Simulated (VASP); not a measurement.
# LaB6 (Pm-3m) in VASP: single point with PBE

Aim: the single point of LaB6 with PBE.

All numbers are computed with VASP 6.6.1; they aren't measurements. Logs are shortened: lines on timing, memory, paths and dates and some standing lists are left out, and cuts for length are marked.

## (1) The cell of the first run

It takes space group Pm-3m (No. 221, cubic). Conventional cell: a = 4.157 Å, b = 4.157 Å, c = 4.157 Å, α = 90.00°, β = 90.00°, γ = 90.00°. La (site symmetry m-3m) has 24 B at 3.05 Å and 6 La at 4.16 Å within 4.2 Å. B (site symmetry 4mm) has 5 B at 1.64 to 1.78 Å within 2.2 Å.

## (2) Single point, PBE

INCAR reads:

```
PREC     = Accurate       # precision mode
ENCUT    = 500            # plane-wave cutoff, eV
EDIFF    = 1E-6           # SCF threshold, eV
ISMEAR   = 1              # smearing method
SIGMA    = 0.1            # smearing width, eV
LREAL    = False          # projectors in reciprocal space
LASPH    = True           # aspherical terms in the spheres
NELM     = 200            # most SCF steps
ALGO     = Normal         # electronic algorithm
ISIF     = 2              # what is computed and relaxed
LWAVE    = False          # write WAVECAR
LCHARG   = False          # write CHGCAR
GGA      = PE             # functional
NBANDS   = 24             # bands
GGA_COMPAT= False        
LMAXMIX  = 6              # l up to which the mixer works
```

KPOINTS reads:

```
regular mesh
0
Gamma
  6 6 6
```

POSCAR reads:

```
LaB6
1.0
    4.1570000000      0.0000000000      0.0000000000
    0.0000000000      4.1570000000      0.0000000000
    0.0000000000      0.0000000000      4.1570000000
La B
1 6
Direct
    0.0000000000      0.0000000000      0.0000000000
    0.1975000000      0.5000000000      0.5000000000
    0.5000000000      0.1975000000      0.5000000000
    0.8025000000      0.5000000000      0.5000000000
    0.5000000000      0.8025000000      0.5000000000
    0.5000000000      0.5000000000      0.1975000000
    0.5000000000      0.5000000000      0.8025000000
```

Potentials or basis: VASP PAW PBE potentials, release 64 (La, B).

On the command line:

```console
$ cat potpaw_PBE.64/La/POTCAR potpaw_PBE.64/B/POTCAR > POTCAR
$ mpirun -np 1 vasp_std > vasp.out
```

OUTCAR:

```text
PREC = Accurate
   ENCUT = 500
   EDIFF = 1E-6
   ISMEAR = 1
   LREAL = False
   LASPH = True
   NELM = 200
   ISIF = 2
   GGA = PE

 ion  position               nearest neighbor table
   1  0.000  0.000  0.000-
   2  0.197  0.500  0.500-   4 1.64   3 1.78   5 1.78   6 1.78   7 1.78
   3  0.500  0.197  0.500-   5 1.64   4 1.78   2 1.78   6 1.78   7 1.78
   4  0.803  0.500  0.500-   2 1.64   3 1.78   5 1.78   6 1.78   7 1.78
   5  0.500  0.803  0.500-   3 1.64   2 1.78   4 1.78   6 1.78   7 1.78
   6  0.500  0.500  0.197-   7 1.64   3 1.78   4 1.78   5 1.78   2 1.78
   7  0.500  0.500  0.803-   6 1.64   3 1.78   4 1.78   5 1.78   2 1.78

  LATTYP: Found a simple cubic cell.
 ALAT       =     4.1570000000

  Lattice vectors:

 A1 = (   4.1570000000,   0.0000000000,   0.0000000000)
 A2 = (   0.0000000000,   4.1570000000,   0.0000000000)
 A3 = (   0.0000000000,   0.0000000000,   4.1570000000)

Analysis of symmetry for initial positions (statically):
=====================================================================
 Subroutine PRICEL returns:
 Original cell was already a primitive cell.

 Routine SETGRP: Setting up the symmetry group for a
 simple cubic supercell.

 Subroutine GETGRP returns: Found 48 space group operations
 (whereof 48 operations were pure point group operations)
 out of a pool of 48 trial point group operations.

The static configuration has the point symmetry O_h .

Analysis of symmetry for dynamics (positions and initial velocities):
=====================================================================
 Subroutine PRICEL returns:
 Original cell was already a primitive cell.

 Routine SETGRP: Setting up the symmetry group for a
 simple cubic supercell.

 Subroutine GETGRP returns: Found 48 space group operations
 (whereof 48 operations were pure point group operations)
 out of a pool of 48 trial point group operations.

The dynamic configuration has the point symmetry O_h .

 Subroutine INISYM returns: Found 48 space group operations
 (whereof 48 operations are pure point group operations),
 and found     1 'primitive' translations

----------------------------------------------------------------------------------------

                                     Primitive cell

  volume of cell :      71.8357

  direct lattice vectors                    reciprocal lattice vectors
     4.157000000  0.000000000  0.000000000     0.240558095  0.000000000  0.000000000
     0.000000000  4.157000000  0.000000000     0.000000000  0.240558095  0.000000000
     0.000000000  0.000000000  4.157000000     0.000000000  0.000000000  0.240558095

  length of vectors
     4.157000000  4.157000000  4.157000000     0.240558095  0.240558095  0.240558095

  position of ions in fractional coordinates (direct lattice)
     0.000000000  0.000000000  0.000000000
     0.197500000  0.500000000  0.500000000
     0.500000000  0.197500000  0.500000000
     0.802500000  0.500000000  0.500000000
     0.500000000  0.802500000  0.500000000
     0.500000000  0.500000000  0.197500000
     0.500000000  0.500000000  0.802500000

  ion indices of the primitive-cell ions
   primitive index   ion index
                 1           1
                 2           2
                 3           3
                 4           4
                 5           5
                 6           6
                 7           7

----------------------------------------------------------------------------------------

 KPOINTS: regular mesh

Automatic generation of k-mesh.
 Grid dimensions read from file:
 generate k-points for:    6    6    6

 Generating k-lattice:

  Cartesian coordinates                     Fractional coordinates (reciprocal lattice)
     0.040093016  0.000000000  0.000000000     0.166666667  0.000000000  0.000000000
     0.000000000  0.040093016  0.000000000     0.000000000  0.166666667  0.000000000
     0.000000000  0.000000000  0.040093016     0.000000000  0.000000000  0.166666667

  Length of vectors
     0.040093016  0.040093016  0.040093016

  Shift w.r.t. Gamma in fractional coordinates (k-lattice)
     0.000000000  0.000000000  0.000000000

 Subroutine IBZKPT returns following result:
 ===========================================

 Found     20 irreducible k-points:

 Following reciprocal coordinates:
            Coordinates               Weight
  0.000000  0.000000  0.000000      1.000000
  0.166667  0.000000  0.000000      6.000000
  0.333333  0.000000  0.000000      6.000000
  0.500000  0.000000  0.000000      3.000000
  0.166667  0.166667  0.000000     12.000000
  0.333333  0.166667  0.000000     24.000000
[... 12 lines left out ...]
  0.500000  0.500000  0.333333      6.000000
  0.500000  0.500000  0.500000      1.000000
   k-points           NKPTS =     20   k-points in BZ     NKDIM =     20   number of bands    NBANDS=     24
   number of dos      NEDOS =    301   number of ions     NIONS =      7
   total plane-waves  NPLWV =  27000
   dimension x,y,z NGX =    30 NGY =   30 NGZ =   30
   dimension x,y,z NGXF=    60 NGYF=   60 NGZF=   60
   ions per type =               1   6
   NGX,Y,Z   is equivalent  to a cutoff of  12.00, 12.00, 12.00 a.u.
   NGXF,Y,Z  is equivalent  to a cutoff of  24.00, 24.00, 24.00 a.u.
 SYSTEM =  unknown system
   PREC   = accura    normal or accurate (medium, high low for compatibility)
   ISTART =      0    job   : 0-new  1-cont  2-samecut
   ICHARG =      2    charge: 1-file 2-atom 10-const
   ISPIN  =      1    spin polarized calculation?
   LNONCOLLINEAR =      F non collinear calculations
   LSORBIT =      F    spin-orbit coupling
   LASPH  =      T    aspherical Exc in radial PAW
   ENCUT  =  500.0 eV  36.75 Ry    6.06 a.u.   7.58  7.58  7.58*2*pi/ulx,y,z
   NELM   =    200;   NELMIN=  2; NELMDL= -5     # of ELM steps
   EDIFF  = 0.1E-05   stopping-criterion for ELM
   LREAL  =      F    real-space projection
   EDIFFG = 0.1E-04   stopping-criterion for IOM
   NSW    =      0    number of steps for IOM
   IBRION =     -1    ionic relax: 0-MD 1-quasi-New 2-CG
   NFREE  =      0    steps in history (QN), initial steepest desc. (CG)
   ISIF   =      2    stress and relaxation
   ISYM   =      2    0-nonsym 1-usesym 2-fastsym
   POTIM  = 0.5000    time-step for ionic-motion
   TEBEG  =    0.0;   TEEND  =   0.0 temperature during run
   PSTRESS=    0.0 pullay stress
   NELECT =      29.0000    total number of electrons
   NUPDOWN=      -1.0000    fix difference up-down
   EMIN   =  10.00;   EMAX   =-10.00  energy-range for DOS
   EFERMI =   0.00;   METHOD = LEGACY
   ISMEAR =     1;   SIGMA  =   0.10  broadening in eV -4-tet -1-fermi 0-gaus
   EFERMI_NEDOS =   21; number of points for ismear=-14 and -15
   IALGO  =     38    algorithm
   IMIX   =      4    mixing-type and parameters
     AMIX     =   0.40;   BMIX     =  1.00
     AMIX_MAG =   1.60;   BMIX_MAG =  1.00
  volume/ion in A,a.u.               =      10.26        69.25
  Fermi-wavevector in a.u.,A,eV,Ry     =   1.209932  2.286439 19.918037  1.463934
  Thomas-Fermi vector in A             =   2.345494
   LORBIT       =      0    0 simple, 1 ext, 2 COOP (PROOUT), +10 PAW based schemes
   GGA     = PE    functional components
   LHFCALC =     F    Hartree Fock is set to
   AEXX    =    0.0000 exact exchange contribution
   IVDW    =     0    specifies the selected vdW correction
   LEPSILON=     F    determine dielectric tensor
   LRPA    =     F    only Hartree local field effects (RPA)
 non-spin polarized calculation
 Methfessel and Paxton  Order N= 1 SIGMA  =   0.10
  energy-cutoff  :      500.00
  volume of cell :       71.84
 maximum number of plane-waves:      1856
   NGX = 15   NGY = 15   NGZ = 15

 number of electron      29.0000001 magnetization

 Free energy of the ion-electron system (eV)
  ---------------------------------------------------
  ext. energy  EPLUGINS =         0.00000000
  ---------------------------------------------------
  free energy    TOTEN  =       -49.02352697 eV

  energy without entropy =      -49.02316040  energy(sigma->0) =      -49.02340478

 E-fermi :   8.5693     XC(G=0): -11.2571

 val. band max:        8.5457675001   @ k =   0.5000   0.3333   0.0000
 cond. band min:       8.6400101409   @ k =   0.1667   0.1667   0.0000
 fundamental gap:      0.0942426408
 Fermi energy:         8.5693212838

 k-point     1 :       0.0000    0.0000    0.0000
  band No.  band energies     occupation
      1     -24.5011      2.00000
      2      -8.2319      2.00000
      3      -8.2319      2.00000
      4      -8.2319      2.00000
      5      -6.8339      2.00000
      6       0.7029      2.00000
[... 16 lines left out ...]
     23      10.5780      0.00000
     24      11.6723      0.00000

 k-point     2 :       0.1667    0.0000    0.0000
  band No.  band energies     occupation
      1     -24.4950      2.00000
      2      -8.4784      2.00000
      3      -8.2119      2.00000
      4      -8.2119      2.00000
      5      -6.5632      2.00000
      6      -0.4691      2.00000
[... 16 lines left out ...]
     23      10.7917      0.00000
     24      11.5379      0.00000

 k-point     3 :       0.3333    0.0000    0.0000
  band No.  band energies     occupation
      1     -24.4829      2.00000
      2      -8.8441      2.00000
      3      -8.1714      2.00000
      4      -8.1714      2.00000
      5      -6.1069      2.00000
      6      -1.5986      2.00000
[... 16 lines left out ...]
     23      10.8073      0.00000
     24      10.8073      0.00000
[... 406 lines left out ...]
 k-point    19 :       0.5000    0.5000    0.3333
  band No.  band energies     occupation
      1     -24.4367      2.00000
      2      -8.5491      2.00000
      3      -8.5491      2.00000
      4      -8.4099      2.00000
      5      -6.0232      2.00000
      6      -1.3023      2.00000
[... 16 lines left out ...]
     23      12.6146      0.00000
     24      12.6220      0.00000

 k-point    20 :       0.5000    0.5000    0.5000
  band No.  band energies     occupation
      1     -24.4311      2.00000
      2      -8.5110      2.00000
      3      -8.5110      2.00000
      4      -8.5110      2.00000
      5      -5.9271      2.00000
      6      -1.4585      2.00000
[... 16 lines left out ...]
     23      12.9649      0.00000
     24      13.0380      0.00000

------------------------ aborting loop because EDIFF is reached ----------------------------------------

  FORCE on cell =-STRESS in cart. coord.  units (eV):
  Direction    XX          YY          ZZ          XY          YZ          ZX
  --------------------------------------------------------------------------------------
  -------------------------------------------------------------------------------------
  Total       -0.3230854     -0.3230854     -0.3230854     -0.0000000      0.0000000     -0.0000000
  in kB       -7.2058927     -7.2058927     -7.2058927     -0.0000000      0.0000000     -0.0000000
  external PRESSURE =      -7.2058927 kB  Pullay stress =       0.0000000 kB

 VOLUME and BASIS-vectors are now :
 -----------------------------------------------------------------------------
  energy-cutoff  :      500.00
  volume of cell :       71.84
      direct lattice vectors                 reciprocal lattice vectors
     4.157000000  0.000000000  0.000000000     0.240558095  0.000000000  0.000000000
     0.000000000  4.157000000  0.000000000     0.000000000  0.240558095  0.000000000
     0.000000000  0.000000000  4.157000000     0.000000000  0.000000000  0.240558095

 POSITION                                       TOTAL-FORCE (eV/Angst)
 -----------------------------------------------------------------------------------
      0.00000      0.00000      0.00000         0.000000     -0.000000     -0.000000
      0.82101      2.07850      2.07850         0.571834      0.000000     -0.000000
      2.07850      0.82101      2.07850         0.000000      0.571834     -0.000000
      3.33599      2.07850      2.07850        -0.571834     -0.000000     -0.000000
      2.07850      3.33599      2.07850         0.000000     -0.571834     -0.000000
      2.07850      2.07850      0.82101         0.000000      0.000000      0.571834
      2.07850      2.07850      3.33599         0.000000     -0.000000     -0.571834
 -----------------------------------------------------------------------------------
    total drift:                               -0.000000      0.000000     -0.000000

  FREE ENERGIE OF THE ION-ELECTRON SYSTEM (eV)
  ---------------------------------------------------
  free  energy   TOTEN  =       -49.0235269687 eV

  energy  without entropy=      -49.0231604037  energy(sigma->0) =      -49.02340478
```

Run time: 53 s. Hardware: 1 thread of Intel Xeon 8259CL, shared host; peak memory 0.19 GiB.

What came out:

| Quantity | Value |
| --- | --- |
| Free energy | -49.0235 eV |
| Pressure | -0.7 GPa |
| Largest force | 0.572 eV/Å |
| Band gap on the k mesh | zero (an odd number of electrons rules out a gap without spin polarisation) |

Forces in eV/Å, atoms in the order of the input:
```
La   0.000  0.000  0.000
B    0.572  0.000  0.000
B    0.000  0.572  0.000
B   -0.572  0.000  0.000
B    0.000 -0.572  0.000
B    0.000  0.000  0.572
B    0.000  0.000 -0.572
```

Caveat: spin-orbit coupling is left out, which moves the levels of the heavy elements; an odd number of electrons without spin polarisation forces a metal; a magnetic or distorted state may lie lower.

The gap in the log of VASP goes by the Fermi energy; the results here count the filled bands.